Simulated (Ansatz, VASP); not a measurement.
**Two plane-wave programs on GaAs**

```xyz
2
Lattice="0.0000 2.8017 2.8017 2.8017 0.0000 2.8017 2.8017 2.8017 0.0000" Properties=species:S:1:pos:R:3 pbc="T T T"
Ga    0.0000    0.0000    0.0000
As    4.2025    4.2025    4.2025
```

Alike in both runs: functional LDA; k mesh 12 × 12 × 12; occupations gaussian, width 0.02 eV; no spin polarisation.

Ansatz relaxed the structure, and its values are those at the end. VASP's run is a single point on that final structure, the one shown.

```csv
,VASP,Ansatz
version,VASP 6.6.1,Ansatz 0.2.0
potentials or method,"VASP PAW LDA potentials, release 64 (Ga_d, As), cutoff 520 eV","scalar-relativistic, plane waves, PAW"
valence electrons in the cell,18,28
```

VASP gave:

```
gap on the k mesh at the Fermi level (eV) : 0.54
least direct gap on the mesh (eV)         : 0.54
pressure (GPa)                            : 0.3
```

**Question.** Estimate Ansatz's values.

**Answer.** gap on the k mesh at the Fermi level (eV): 0.49; least direct gap on the mesh (eV): 0.49; pressure (GPa): 0.0.

LDA's correlation is that of Perdew and Zunger in VASP and of Perdew and Wang (1992) in Ansatz. VASP's potentials hold 18 valence electrons a cell and Ansatz's 28, so a difference there can come from the potentials and not from the codes.
